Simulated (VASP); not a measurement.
The system is TiNi.

```
Ti Ni
1.0
     3.01129    0.00000    0.00000
     0.00000    3.01129    0.00000
     0.00000    0.00000    3.01129
Ti Ni
1 1
Direct
  0.50000 0.50000 0.50000
  0.00000 0.00000 0.00000
```

```yaml
Program: VASP 6.6.1
Task: relaxation of cell and atoms
Functional: LDA
Potentials_or_basis: VASP PAW LDA potentials, release 64 (Ti_sv, Ni)
Cutoff: 600 eV
k_mesh: 14 × 14 × 14
Occupations: gaussian, width 0.1 eV
Spin: no spin polarisation
```

At the start: pressure -12.0 GPa; volume 13.65 Å³/atom.

Question: How do energy, volume and symmetry change on relaxing?

Answer: Over 4 steps the energy falls by 38.5 meV/atom and the volume is 12.68 Å³/atom (-7.1 %); space group Pm-3m (No. 221, to 0.1 Å) before and after.

Step by step:
```tsv
step	energy change (eV)	largest force (eV/Å)	pressure (GPa)	volume (Å³)
1	0.0000	0.0000	-11.99	27.31
2	0.0186	0.0000	17.27	23.46
3	-0.0770	0.0000	-0.16	25.39
4	-0.0770	0.0000	0.04	25.36
```

Final structure:
```cif
data_structure
_symmetry_space_group_name_H-M 'P 1'
_symmetry_Int_Tables_number 1
_cell_length_a 2.9378
_cell_length_b 2.9378
_cell_length_c 2.9378
_cell_angle_alpha 90.000
_cell_angle_beta 90.000
_cell_angle_gamma 90.000
_cell_volume 25.36
loop_
_atom_site_label
_atom_site_type_symbol
_atom_site_fract_x
_atom_site_fract_y
_atom_site_fract_z
_atom_site_occupancy
Ti1 Ti 0.50000 0.50000 0.50000 1
Ni1 Ni 0.00000 0.00000 0.00000 1
```
